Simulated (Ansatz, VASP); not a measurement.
Two plane-wave programs on Cu

```
Cu
1.0
     0.00000    1.84295    1.84295
     1.84295    0.00000    1.84295
     1.84295    1.84295    0.00000
Cu
1
Direct
  0.00000 0.00000 0.00000
```

Alike in both runs: task single point; functional PBEsol-based screened hybrid; k mesh 7 × 7 × 7; occupations fermi-dirac, width 0.05 eV; no spin polarisation.

```csv
,VASP,Ansatz
version,VASP 6.6.1,Ansatz 0.2.0
potentials or method,"VASP PAW PBE potentials, release 64 (Cu)",Ansatz PAW
plane-wave cutoff (eV),520,420
valence electrons in the cell,11,19
```

|  | VASP | Ansatz | Ansatz less VASP |
| --- | --- | --- | --- |
| gap on the k mesh at the Fermi level (eV) | none | none | - |
| pressure (GPa) | -10.3 | -10.6 | -0.35 |

VASP's potentials were made for PBE, not for PBEsol-based screened hybrid. A gap of «none» marks a metal or a gap that the smearing closes. VASP's potentials hold 11 valence electrons a cell and Ansatz's 19, so a difference there can come from the potentials and not from the codes.

The k mesh is coarse, so the values compare programs but aren't converged.
